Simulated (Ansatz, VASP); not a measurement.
## Two plane-wave programs on Si2Ni

Contents of INCAR:

```
SYSTEM = Si2Ni
ALGO = Normal
EDIFF = 1E-6
ENCUT = 520
GGA = CA
ISIF = 2
ISMEAR = -1
LASPH = .TRUE.
LCHARG = .FALSE.
LREAL = .FALSE.
LWAVE = .FALSE.
NBANDS = 16
NELM = 80
PREC = Accurate
SIGMA = 0.05
```

KPOINTS

```
k-points
0
G
  11 11 11
  0 0 0
```

File POSCAR:

```
Si2Ni
1.0
    0.0000000000      2.3976768353      2.3976768353
    2.3976768353      0.0000000000      2.3976768353
    2.3976768353      2.3976768353      0.0000000000
Ni Si
1 2
Direct
    0.0000000000      0.0000000000      0.0000000000
    0.2500000000      0.2500000000      0.2500000000
    0.7500000000      0.7500000000      0.7500000000
```

Input for Ansatz:

```yaml
crystal:
  lattice:
    - [0.0, 2.3976768353, 2.3976768353]
    - [2.3976768353, 0.0, 2.3976768353]
    - [2.3976768353, 2.3976768353, 0.0]
  atoms:
    - { symbol: Ni, position: [0.0, 0.0, 0.0] }
    - { symbol: Si, position: [0.25, 0.25, 0.25] }
    - { symbol: Si, position: [0.75, 0.75, 0.75] }
kpoints:
  mp_grid: { grid: [11, 11, 11] }
scf:
  occupations: { method: fermi_dirac, width: 0.05 }
hamiltonian:
  xc: lda
  pseudopotentials: { kind: paw }
output:
  forces: true
  stress: true
  eigenvalues: true
  populations: true
  write_density: true
  write_potential: true
  elf: true
  volumetric_format: npy
```

Change from the starting cell: volume scaled by 0.72, PAW files.

Alike in both runs: task single point; functional LDA; k mesh 11 × 11 × 11; occupations fermi-dirac, width 0.05 eV; no spin polarisation.

|  | VASP | Ansatz |
| --- | --- | --- |
| version | VASP 6.6.1 | Ansatz 0.2.0 |
| potentials or method | VASP PAW LDA potentials, release 64 (Ni, Si) | PAW with Ansatz's default frozen-core files, scalar-relativistic |
| plane-wave cutoff (eV) | 520 | 420 |
| valence electrons in the cell | 18 | 26 |

VASP gave:

```
pressure (GPa) : 117.1
```

**Question.** Estimate Ansatz's values.

**Answer.** Pressure (GPa): 116.8.

LDA's correlation is that of Perdew and Zunger in VASP and of Perdew and Wang (1992) in Ansatz. Both programs put the cell under a high pressure, so it lies far from rest at this level. VASP's potentials hold 18 valence electrons a cell and Ansatz's 26, so a difference there can come from the potentials and not from the codes.

Noted on VASP's run: the cell as given lies far from equilibrium.
